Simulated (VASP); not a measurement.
Here is a VASP 6.6.1 calculation.

File INCAR:

```
SYSTEM = ZnO
ALGO     = Normal         ! electronic algorithm
EDIFF    = 1E-8           ! SCF threshold, eV
ENCUT    = 910            ! plane-wave cutoff, eV
GGA      = CA             ! functional
GGA_COMPAT= .False.      
ISIF     = 2              ! what is computed and relaxed
ISMEAR   = -1             ! smearing method
LASPH    = .True.         ! aspherical terms in the spheres
LCHARG   = .False.        ! write CHGCAR
LEFG     = .True.       
LREAL    = .False.        ! projectors in reciprocal space
LWAVE    = .False.        ! write WAVECAR
NBANDS   = 26             ! bands
NELM     = 120            ! most SCF steps
PREC     = Accurate       ! precision mode
SIGMA    = 0.01           ! smearing width, eV
```

Contents of KPOINTS:

```
k-points
0
Gamma
  8 8 5
  0 0 0
```

Contents of POSCAR:

```
ZnO
1.0
    3.2709185479      0.0000000000      0.0000000000
   -1.6354592739      2.8326985562      0.0000000000
    0.0000000000      0.0000000000      5.2382632560
Zn O
2 2
Direct
    0.3333333333      0.6666666667      0.0000000000
    0.6666666667      0.3333333333      0.5000000000
    0.3333333333      0.6666666667      0.3821000000
    0.6666666667      0.3333333333      0.8821000000
```

Potentials or basis: VASP PAW LDA potentials, release 64 (Zn, O_h).

Launch:

```bash
$ cat potpaw_LDA.64/Zn/POTCAR potpaw_LDA.64/O_h/POTCAR > POTCAR
$ mpirun -np 1 vasp_std > vasp.out
```

Question: Predict the pressure.

Answer: -8.8 GPa.

Question: What does it give for the largest force?

Answer: 0.040 eV/Å.

Question: Predict the band gap on the k mesh.

Answer: 0.71 eV, direct.

Electric field gradients, principal values (V/Å²):
```csv
atom,least,middle,greatest (by size)
1 Zn,-3.783,-3.785,7.568
2 Zn,-3.783,-3.785,7.568
3 O,1.751,1.752,-3.504
4 O,1.751,1.752,-3.504
```

Caveat: the cutoff is under 1.25 times the usual one of these potentials, so pressure, stress and relaxed cells hold a basis-set (Pulay) error; without QUAD_EFG the Cq values of the log hold for a quadrupole moment of 1 mb, not for the nuclei.
